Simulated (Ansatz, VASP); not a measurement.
**TaN: VASP beside Ansatz**

File INCAR:

```
PREC     = Accurate       # precision mode
ENCUT    = 520            # plane-wave cutoff, eV
EDIFF    = 1E-6           # SCF threshold, eV
ISMEAR   = -1             # smearing method
SIGMA    = 0.1            # smearing width, eV
LREAL    = F              # projectors in reciprocal space
LASPH    = T              # aspherical terms in the spheres
NELM     = 100            # most SCF steps
ALGO     = Normal         # electronic algorithm
ISIF     = 2              # what is computed and relaxed
LWAVE    = F              # write WAVECAR
LCHARG   = F              # write CHGCAR
GGA      = PS             # functional
NBANDS   = 33             # bands
```

File KPOINTS:

```
regular mesh
0
Gamma
  5 5 8
```

The input POSCAR:

```
TaN
1.0
    5.1611264660      0.0000000000      0.0000000000
   -2.5805632330      4.4696666336      0.0000000000
    0.0000000000      0.0000000000      2.8914624986
Ta N
3 3
Direct
    0.3333333333      0.6666666667      0.5000000000
    0.6666666667      0.3333333333      0.5000000000
    0.0000000000      0.0000000000      0.0000000000
    0.3928500000      0.0000000000      0.0000000000
    0.6071500000      0.6071500000      0.0000000000
    0.0000000000      0.3928500000      0.0000000000
```

Input for Ansatz:

```yaml
crystal:
  lattice:
    - [5.16112646601868, 0.0, 0.0]
    - [-2.58056323300934, 4.469666633639443, 0.0]
    - [0.0, 0.0, 2.8914624985720514]
  atoms:
    - { symbol: Ta, position: [0.3333333333333333, 0.6666666666666666, 0.5] }
    - { symbol: Ta, position: [0.6666666666666666, 0.3333333333333333, 0.5] }
    - { symbol: Ta, position: [0.0, 0.0, 0.0] }
    - { symbol: "N", position: [0.39285, 0.0, 0.0] }
    - { symbol: "N", position: [0.60715, 0.60715, 0.0] }
    - { symbol: "N", position: [0.0, 0.39285, 0.0] }
basis:
  ecutwfc: 420.0
kpoints:
  mp_grid:
    grid: [5, 5, 8]
hamiltonian:
  xc: pbesol
  pseudopotentials:
    kind: paw
scf:
  occupations:
    method: fermi_dirac
    width: 0.1
output:
  stress: true
```

Alike in both runs: task single point; functional PBEsol; k mesh 5 × 5 × 8; occupations fermi-dirac, width 0.1 eV; no spin polarisation.

|  | VASP | Ansatz |
| --- | --- | --- |
| version | VASP 6.6.1 | Ansatz 0.2.0 |
| potentials or method | VASP PAW PBE potentials, release 64 (Ta_pv, N), cutoff 520 eV | plane waves, PAW |
| valence electrons in the cell | 48 | 54 |

```tsv
	VASP	Ansatz	Ansatz less VASP
pressure (GPa)	3.9	3.0	-0.94
traceless stress, the component that is largest in VASP (GPa)	-1.08	-1.00	+0.078
```

VASP's potentials were made for PBE, not for PBEsol. With one functional, cell and mesh, what is left measures potentials, basis and numerics. VASP's potentials hold 48 valence electrons a cell and Ansatz's 54, so a difference there can come from the potentials and not from the codes.

Neither program's run includes spin-orbit coupling.
